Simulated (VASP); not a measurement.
## Ge4I: single point with PBE

Crystal: Ge4I.

```
Ge I
1.0
     2.81228    1.62367    5.70148
    -2.81228    1.62367    5.70148
     0.00000   -3.24734    5.70148
Ge I
4 1
Direct
  0.00000 0.00000 0.50000
  0.50000 0.00000 0.00000
  0.00000 0.50000 0.00000
  0.50000 0.50000 0.50000
  0.00000 0.00000 0.00000
```

The cell was generated, and may not be a known phase.

```yaml
Program: VASP 6.6.1
Task: single point
Functional: PBE
Potentials_or_basis: VASP PAW PBE potentials, release 64 (Ge_d, I)
Cutoff: 520 eV
k_mesh: 6 × 6 × 6
Occupations: gaussian, width 0.1 eV
Spin: no spin polarisation
```

- Pressure: 0.0 GPa
- Band gap on the k mesh: zero (an odd number of electrons rules out a gap without spin polarisation)

Stress tensor (GPa, compression positive):
```
-0.05  0.00  0.00
 0.00 -0.05  0.00
 0.00  0.00  0.06
```

Levels at points of the mesh, in eV from the Fermi level:
| k point | band 30 | band 31 | band 32 | band 33 | band 34 | band 35 |
| --- | --- | --- | --- | --- | --- | --- |
| (0.00, 0.00, 0.00) | -2.72 | -2.72 | 0.38 | 2.86 | 2.86 | 2.89 |
| (0.50, 0.00, 0.00) | -1.02 | -0.98 | 0.54 | 0.64 | 1.22 | 1.87 |
| (0.50, 0.50, 0.00) | -0.97 | -0.92 | 0.09 | 0.50 | 0.88 | 1.07 |
| (0.50, 0.50, 0.50) | -2.37 | -2.19 | -2.19 | 1.27 | 1.27 | 2.02 |

Run time: 9.8 min on 1 thread of Intel(R) Xeon(R) Platinum 8259CL CPU @ 2.50GHz (Skylake/Cascade Lake), with other jobs on the host, peak memory 0.42 GiB.

Caveat: spin-orbit coupling is left out, which moves the levels of the heavy elements; an odd number of electrons without spin polarisation forces a metal; a magnetic or distorted state may lie lower.
